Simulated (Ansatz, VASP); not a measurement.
**One calculation of CsI, two programs**

Contents of INCAR:

```
ALGO = Normal
EDIFF = 1E-8
ENCUT = 400
GGA = CA
GGA_COMPAT = F
ISIF = 2
ISMEAR = -1
LASPH = T
LCHARG = F
LEFG = T
LREAL = F
LWAVE = F
NBANDS = 15
NELM = 120
PREC = Accurate
SIGMA = 0.01
```

File KPOINTS:

```
k-points
0
Gamma
  7 7 7
```

Contents of POSCAR:

```
CsI
1.0
    4.4734758827      0.0000000000      0.0000000000
    0.0000000000      4.4734758827      0.0000000000
    0.0000000000      0.0000000000      4.4734758827
Cs I
1 1
Direct
    0.0000000000      0.0000000000      0.0000000000
    0.5000000000      0.5000000000      0.5000000000
```

Input for Ansatz:

```yaml
crystal:
  lattice:
    - [4.4734758827, 0.0, 0.0]
    - [0.0, 4.4734758827, 0.0]
    - [0.0, 0.0, 4.4734758827]
  atoms:
    - { symbol: Cs, position: [0.0, 0.0, 0.0] }
    - { symbol: I, position: [0.5, 0.5, 0.5] }
kpoints:
  mp_grid: { grid: [7, 7, 7] }
scf:
  occupations: { method: fermi_dirac, width: 0.01 }
hamiltonian:
  xc: lda
  pseudopotentials: { kind: all_electron, datasets: crystal }
output:
  forces: true
  stress: true
  eigenvalues: true
  efg: { contact_densities: true }
```

Change from the starting cell: volume scaled by 0.94, crystal datasets.

Alike in both runs: task electric field gradients; functional LDA; k mesh 7 × 7 × 7; occupations fermi-dirac, width 0.01 eV; no spin polarisation.

```csv
,VASP,Ansatz
version,VASP 6.6.1,Ansatz 0.2.0
potentials or method,"VASP PAW LDA potentials, release 64 (Cs_sv, I), cutoff 400 eV","all-electron PAW with datasets made for the crystal, scalar-relativistic"
```

|  | VASP | Ansatz | Ansatz less VASP |
| --- | --- | --- | --- |
| gap on the k mesh at the Fermi level (eV) | 3.78 | 3.78 | -0.008 |
| pressure (GPa) | -0.7 | -0.7 | -0.06 |

LDA's correlation is that of Perdew and Zunger in VASP and of Perdew and Wang (1992) in Ansatz. Ansatz ran all-electron here, and VASP with PAW potentials.

Spin-orbit coupling is off throughout.
